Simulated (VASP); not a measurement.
Tl: single point with PBEsol

Crystal: Tl.

```xyz
2
Lattice="3.4560 0.0000 0.0000 -1.7280 2.9930 0.0000 0.0000 0.0000 5.5250" Properties=species:S:1:pos:R:3 pbc="T T T"
Tl    1.7280    0.9977    4.1438
Tl    0.0000    1.9953    1.3813
```

```json
{
 "Program": "VASP 6.6.1",
 "Task": "single point",
 "Functional": "PBEsol",
 "Potentials or basis": "VASP PAW PBE potentials, release 64 (Tl_d)",
 "Cutoff": "520 eV",
 "k mesh": "7 × 7 × 4",
 "Occupations": "fermi-dirac, width 0.05 eV",
 "Spin": "no spin polarisation",
 "Dipole correction": "no",
 "Further INCAR settings": "ALGO = Fast; EDIFF = 1e-07; NBANDS = 20"
}
```

```json
{
  "Pressure": "0.0 GPa",
  "Band gap on the k mesh": "zero (bands 13 and 14 overlap by 5.43 eV)"
}
```

Stress tensor (GPa, compression positive):
```
-0.38  0.00  0.00
 0.00 -0.38  0.00
 0.00  0.00  0.86
```

Levels at points of the mesh, in eV from the Fermi level:
```tsv
k point	band 9	band 10	band 11	band 12	band 13	band 14	band 15	band 16	band 17	band 18
(0.00, 0.00, 0.00)	-11.06	-11.06	-10.08	-5.13	-2.90	7.96	7.96	10.05	10.05	10.26
(0.00, 0.00, 0.50)	-11.16	-11.16	-8.65	-8.65	3.32	3.32	8.94	8.94	8.94	8.94
```

Run time: 52 s on 1 thread of Intel Xeon 8259CL (shared host), peak memory 0.18 GiB.

Caveat: the PAW data sets were made with another functional, which shifts forces and pressure a little; spin-orbit coupling is left out, which moves the levels of the heavy elements.
